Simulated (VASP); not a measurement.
# CO2 (P4_2/mnm) in VASP: single point with r2SCAN

Aim: the single point of CO2 with r2SCAN.

All numbers are computed with VASP 6.6.1; they aren't measurements. Logs are shortened: lines on timing, memory, paths and dates and some standing lists are left out, and cuts for length are marked.

### Step 1. The cell of the first run

It takes space group P4_2/mnm (No. 136, tetragonal). Conventional cell: a = 4.227 Å, b = 4.227 Å, c = 4.688 Å, α = 90.00°, β = 90.00°, γ = 90.00°. C (site symmetry mmm) has 2 O at 1.17 Å within 1.6 Å. Within 1.6 Å of O (site symmetry m2m) lie 1 C at 1.17 Å.

### Step 2. Single point, r2SCAN

File POSCAR:

```
CO2
1.0
    4.2272127900      0.0000000000      0.0000000000
    0.0000000000      4.2272127900      0.0000000000
    0.0000000000      0.0000000000      4.6877715900
C O
2 4
Direct
    0.5000000000      0.5000000000      0.5000000000
    0.0000000000      0.0000000000      0.0000000000
    0.3048268600      0.6951731400      0.5000000000
    0.6951731400      0.3048268600      0.5000000000
    0.1951731400      0.1951731400      0.0000000000
    0.8048268600      0.8048268600      0.0000000000
```

File INCAR.step1:

```
  PREC = Accurate
  ENCUT = 1480
  ISMEAR = 0
  SIGMA = 0.1
  LREAL = False
  LASPH = True
  NELM = 120
  NBANDS = 25
  GGA = PE
  ALGO = Normal
  EDIFF = 1E-5
  LWAVE = True
  LCHARG = False
  GGA_COMPAT = False
```

File INCAR.step2:

```
  PREC = Accurate
  ENCUT = 1480
  EDIFF = 1E-6
  ISMEAR = 0
  SIGMA = 0.1
  LREAL = False
  LASPH = True
  NELM = 120
  ALGO = Normal
  ISIF = 2
  LWAVE = False
  LCHARG = False
  METAGGA = R2SCAN
  LMIXTAU = True
  NBANDS = 25
  ISTART = 1
  GGA_COMPAT = False
```

File KPOINTS:

```
regular mesh
0
Gamma
  4 4 4
```

Potentials or basis: VASP PAW PBE potentials, release 64 (C_h, O_h).

On the command line:

```sh
$ cat potpaw_PBE.64/C_h/POTCAR potpaw_PBE.64/O_h/POTCAR > POTCAR
$ cp INCAR.step1 INCAR
$ mpirun -np 1 vasp_std > vasp.out
$ cp INCAR.step2 INCAR
$ mpirun -np 1 vasp_std > vasp.out
```

OUTCAR:

```text
PREC = Accurate
   ENCUT = 1480
   EDIFF = 1E-6
   ISMEAR = 0
   LREAL = False
   LASPH = True
   NELM = 120
   ISIF = 2
   METAGGA = R2SCAN
   ISTART = 1

 ion  position               nearest neighbor table
   1  0.500  0.500  0.500-   3 1.17   4 1.17
   2  0.000  0.000  0.000-   5 1.17   6 1.17
   3  0.305  0.695  0.500-   1 1.17
   4  0.695  0.305  0.500-   1 1.17
   5  0.195  0.195  0.000-   2 1.17
   6  0.805  0.805  0.000-   2 1.17

  LATTYP: Found a simple tetragonal cell.
 ALAT       =     4.2272127900
 C/A-ratio  =     1.1089509383

  Lattice vectors:

 A1 = (   4.2272127900,   0.0000000000,   0.0000000000)
 A2 = (   0.0000000000,   4.2272127900,   0.0000000000)
 A3 = (   0.0000000000,   0.0000000000,   4.6877715900)

Analysis of symmetry for initial positions (statically):
=====================================================================
 Subroutine PRICEL returns:
 Original cell was already a primitive cell.

 Routine SETGRP: Setting up the symmetry group for a
 simple tetragonal supercell.

 Subroutine GETGRP returns: Found 16 space group operations
 (whereof  8 operations were pure point group operations)
 out of a pool of 16 trial point group operations.

The static configuration has the point symmetry D_2h.
 The point group associated with its full space group is D_4h.

Analysis of symmetry for dynamics (positions and initial velocities):
=====================================================================
 Subroutine PRICEL returns:
 Original cell was already a primitive cell.

 Routine SETGRP: Setting up the symmetry group for a
 simple tetragonal supercell.

 Subroutine GETGRP returns: Found 16 space group operations
 (whereof  8 operations were pure point group operations)
 out of a pool of 16 trial point group operations.

The dynamic configuration has the point symmetry D_2h.
 The point group associated with its full space group is D_4h.

 Subroutine INISYM returns: Found 16 space group operations
 (whereof  8 operations are pure point group operations),
 and found     1 'primitive' translations

[... 82 lines left out ...]
   ions per type =               2   4
   NGX,Y,Z   is equivalent  to a cutoff of  21.24, 21.24, 21.28 a.u.
   NGXF,Y,Z  is equivalent  to a cutoff of  42.47, 42.47, 42.56 a.u.
 SYSTEM =  unknown system
   PREC   = accura    normal or accurate (medium, high low for compatibility)
   ISTART =      1    job   : 0-new  1-cont  2-samecut
   ICHARG =      0    charge: 1-file 2-atom 10-const
   ISPIN  =      1    spin polarized calculation?
   LNONCOLLINEAR =      F non collinear calculations
   LSORBIT =      F    spin-orbit coupling
   LASPH  =      T    aspherical Exc in radial PAW
   ENCUT  = 1480.0 eV 108.78 Ry   10.43 a.u.  13.26 13.26 14.70*2*pi/ulx,y,z
   NELM   =    120;   NELMIN=  2; NELMDL=  0     # of ELM steps
   EDIFF  = 0.1E-05   stopping-criterion for ELM
   LREAL  =      F    real-space projection
[... 7 lines left out ...]
   TEBEG  =    0.0;   TEEND  =   0.0 temperature during run
   PSTRESS=    0.0 pullay stress
   NELECT =      32.0000    total number of electrons
   NUPDOWN=      -1.0000    fix difference up-down
   EMIN   =  10.00;   EMAX   =-10.00  energy-range for DOS
   EFERMI =   0.00;   METHOD = LEGACY
   ISMEAR =     0;   SIGMA  =   0.10  broadening in eV -4-tet -1-fermi 0-gaus
   EFERMI_NEDOS =   21; number of points for ismear=-14 and -15
   IALGO  =     38    algorithm
   IMIX   =      4    mixing-type and parameters
     AMIX     =   0.40;   BMIX     =  1.00
     AMIX_MAG =   1.60;   BMIX_MAG =  1.00
  volume/ion in A,a.u.               =      13.96        94.21
  Fermi-wavevector in a.u.,A,eV,Ry     =   1.187864  2.244737 19.198094  1.411020
  Thomas-Fermi vector in A             =   2.324006
   LORBIT       =      0    0 simple, 1 ext, 2 COOP (PROOUT), +10 PAW based schemes
   METAGGA = R2SCAN    functional components
   LHFCALC =     F    Hartree Fock is set to
   AEXX    =    0.0000 exact exchange contribution
   IVDW    =     0    specifies the selected vdW correction
   LEPSILON=     F    determine dielectric tensor
   LRPA    =     F    only Hartree local field effects (RPA)
 non-spin polarized calculation
 Gauss-broadening in eV      SIGMA  =   0.10
  energy-cutoff  :     1480.00
  volume of cell :       83.77
 maximum number of plane-waves:     10894
 NGX is ok and might be reduce to    54
   NGX = 27   NGY = 27   NGZ = 29

 number of electron      31.9999996 magnetization

 Free energy of the ion-electron system (eV)
  ---------------------------------------------------
  ext. energy  EPLUGINS =         0.00000000
  ---------------------------------------------------
  free energy    TOTEN  =       -52.23272716 eV

  energy without entropy =      -52.23272716  energy(sigma->0) =      -52.23272716

 E-fermi :  -2.5171     XC(G=0):  -8.5870

 val. band max:       -3.0551551163   @ k =   0.5000   0.5000   0.5000
 cond. band min:       4.1432956385   @ k =   0.0000   0.0000   0.0000
 fundamental gap:      7.1984507547
 Fermi energy:        -2.5170633410

 k-point     1 :       0.0000    0.0000    0.0000
  band No.  band energies     occupation
      1     -24.9621      2.00000
      2     -24.6596      2.00000
      3     -23.6423      2.00000
      4     -23.6423      2.00000
      5      -9.0868      2.00000
      6      -8.7012      2.00000
[... 493 lines left out ...]
     24      11.1496      0.00000
     25      11.3248      0.00000

------------------------ aborting loop because EDIFF is reached ----------------------------------------

  FORCE on cell =-STRESS in cart. coord.  units (eV):
  Direction    XX          YY          ZZ          XY          YZ          ZX
  --------------------------------------------------------------------------------------
  -------------------------------------------------------------------------------------
  Total       -1.7558589     -1.7558589      0.0800569     -0.0000000      0.0000000      0.0000000
  in kB      -33.5834673    -33.5834673      1.5312106     -0.0000000      0.0000000      0.0000000
  external PRESSURE =     -21.8785747 kB  Pullay stress =       0.0000000 kB

 VOLUME and BASIS-vectors are now :
 -----------------------------------------------------------------------------
  energy-cutoff  :     1480.00
  volume of cell :       83.77
      direct lattice vectors                 reciprocal lattice vectors
     4.227212790  0.000000000  0.000000000     0.236562494  0.000000000  0.000000000
     0.000000000  4.227212790  0.000000000     0.000000000  0.236562494  0.000000000
     0.000000000  0.000000000  4.687771590     0.000000000  0.000000000  0.213320974

 POSITION                                       TOTAL-FORCE (eV/Angst)
 -----------------------------------------------------------------------------------
      2.11361      2.11361      2.34389         0.000000     -0.000000      0.000000
      0.00000      0.00000      0.00000         0.000000     -0.000000      0.000000
      1.28857      2.93864      2.34389         0.571949     -0.571949      0.000000
      2.93864      1.28857      2.34389        -0.571949      0.571949      0.000000
      0.82504      0.82504      0.00000        -0.571949     -0.571949     -0.000000
      3.40217      3.40217      0.00000         0.571949      0.571949      0.000000
 -----------------------------------------------------------------------------------
    total drift:                                0.000000     -0.000000      0.000000

  FREE ENERGIE OF THE ION-ELECTRON SYSTEM (eV)
  ---------------------------------------------------
  free  energy   TOTEN  =       -52.2327271595 eV

  energy  without entropy=      -52.2327271595  energy(sigma->0) =      -52.23272716
```

OSZICAR.step1:

```text
N       E                     dE             d eps       ncg     rms          rms(c)
DAV:   1     0.360888272837E+03    0.36089E+03   -0.28266E+04   900   0.265E+03
DAV:   2    -0.267375490249E+01   -0.36356E+03   -0.34248E+03  1320   0.378E+02
DAV:   3    -0.487866830404E+02   -0.46113E+02   -0.45490E+02  1175   0.144E+02
DAV:   4    -0.496622365037E+02   -0.87555E+00   -0.87350E+00  1008   0.221E+01
DAV:   5    -0.496797254493E+02   -0.17489E-01   -0.17470E-01  1220   0.299E+00    0.120E+01
DAV:   6    -0.467783807553E+02    0.29013E+01   -0.70841E+00  1180   0.192E+01    0.473E+00
DAV:   7    -0.465762993450E+02    0.20208E+00   -0.46332E-01  1102   0.553E+00    0.273E+00
DAV:   8    -0.465166583855E+02    0.59641E-01   -0.27955E-01  1198   0.350E+00    0.526E-01
DAV:   9    -0.465136953939E+02    0.29630E-02   -0.40310E-02  1118   0.153E+00    0.375E-01
DAV:  10    -0.465129931440E+02    0.70225E-03   -0.41769E-03  1024   0.654E-01    0.553E-02
DAV:  11    -0.465131274309E+02   -0.13429E-03   -0.38513E-04  1156   0.153E-01    0.259E-02
DAV:  12    -0.465131578870E+02   -0.30456E-04   -0.31966E-05  1016   0.437E-02    0.632E-03
DAV:  13    -0.465131576051E+02    0.28199E-06   -0.45528E-06   893   0.173E-02
   1 F= -.46513158E+02 E0= -.46513158E+02  d E =-.253470E-11
```

Wall time 5 min (1 thread of Intel Xeon 6975P-C (Granite Rapids), shared host); peak memory 0.52 GiB.

What came out:

```
Free energy            : -52.2327 eV
Pressure               : -2.2 GPa
Largest force          : 0.809 eV/Å
Band gap on the k mesh : 7.20 eV (least direct gap 7.68 eV)
```

Forces on the atoms (eV/Å):
```
C    0.000  0.000  0.000
C    0.000  0.000  0.000
O    0.572 -0.572  0.000
O   -0.572  0.572  0.000
O   -0.572 -0.572  0.000
O    0.572  0.572  0.000
```

Levels at points of the mesh, in eV from the valence-band top:
```
           k point  band 14  band 15  band 16  band 17  band 18  band 19
(0.00, 0.00, 0.00)    -0.56    -0.48    -0.48     7.20     8.17     8.59
(0.50, 0.00, 0.00)    -0.53    -0.49    -0.49     8.80     8.80     8.94
(0.50, 0.50, 0.00)    -0.67     0.00     0.00     8.97     8.97     9.09
(0.00, 0.00, 0.50)    -1.00    -0.48    -0.48     8.63     8.63     8.74
(0.50, 0.00, 0.50)    -0.90    -0.27    -0.27     8.67     8.67     9.20
(0.50, 0.50, 0.50)    -0.52     0.00     0.00     8.40     8.40     9.09
```

Caveat: the PAW data sets were made with another functional, which shifts forces and pressure a little. A k mesh can miss the band edges.
